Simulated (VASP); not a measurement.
The system is TiN.

```xyz
2
Lattice="0.0000 2.1190 2.1190 2.1190 0.0000 2.1190 2.1190 2.1190 0.0000" Properties=species:S:1:pos:R:3 pbc="T T T"
Ti    0.0000    0.0000    0.0000
N     2.1190    2.1190    2.1190
```

```yaml
Program: VASP 6.6.1
Task: relaxation of cell and atoms
Functional: revPBE
Dispersion: D3(BJ)
Potentials_or_basis: VASP PAW PBE potentials, release 64 (Ti_sv, N)
Cutoff: 600 eV
k_mesh: 11 × 11 × 11
Occupations: gaussian, width 0.1 eV
Spin: no spin polarisation
```

At the start: pressure -9.9 GPa; volume 9.51 Å³/atom.

**Question.** Where does the relaxation end?

**Answer.** Over 3 steps the energy falls by 10.7 meV/atom and the volume is 9.18 Å³/atom (-3.5 %); space group Fm-3m (No. 225, to 0.1 Å) before and after.

Step by step:
| step | energy change (eV) | largest force (eV/Å) | pressure (GPa) | volume (Å³) |
| --- | --- | --- | --- | --- |
| 1 | 0.0000 | 0.0000 | -9.93 | 19.03 |
| 2 | 0.0247 | 0.0000 | 16.96 | 17.45 |
| 3 | -0.0214 | 0.0000 | -0.12 | 18.37 |

Final structure:
```
CELL_PARAMETERS angstrom
0.00000 2.09420 2.09420
2.09420 0.00000 2.09420
2.09420 2.09420 0.00000
ATOMIC_POSITIONS crystal
Ti 0.00000 0.00000 0.00000
N 0.50000 0.50000 0.50000
```

Caveat: the PAW data sets were made with another functional, which shifts forces and pressure a little.
